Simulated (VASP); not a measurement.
Input of a VASP 6.6.1 run:

The input INCAR:

```
SYSTEM = Se
  ALGO = Normal
  EDIFF = 1E-7
  ENCUT = 520
  ISIF = 2
  ISMEAR = 0
  LASPH = .TRUE.
  LCHARG = .TRUE.
  LELF = .TRUE.
  LREAL = .FALSE.
  LVHAR = .TRUE.
  LWAVE = .FALSE.
  NBANDS = 16
  NELM = 60
  PREC = Accurate
  SIGMA = 0.02
```

File KPOINTS:

```
k-points
0
G
  6 6 4
  0 0 0
```

File POSCAR:

```
Se
1.0
    3.9554061940      0.0000000000      0.0000000000
   -1.9777030970      3.4254822463      0.0000000000
    0.0000000000      0.0000000000      5.1121467228
Se
3
Direct
    0.2547267144      0.0000000000      0.3333333333
    0.0000000000      0.2547267144      0.6666666667
    0.7452732856      0.7452732856      0.0000000000
```

Potentials or basis: VASP PAW LDA potentials, release 64 (Se).

Command:

```console
$ cat potpaw_LDA.64/Se/POTCAR > POTCAR
$ mpirun -np 1 vasp_std > vasp.out
```

Question: Predict the largest force.

Answer: 0.037 eV/Å.

Question: What does it give for the band gap on the k mesh?

Answer: 0.30 eV, direct.

Question: What does it give for the pressure?

Answer: 0.2 GPa.

Forces in eV/Å, atoms in the order of the input:
```
Se   0.037  0.000  0.000
Se  -0.019  0.032  0.000
Se  -0.019 -0.032  0.000
```

A k mesh can miss the band edges.
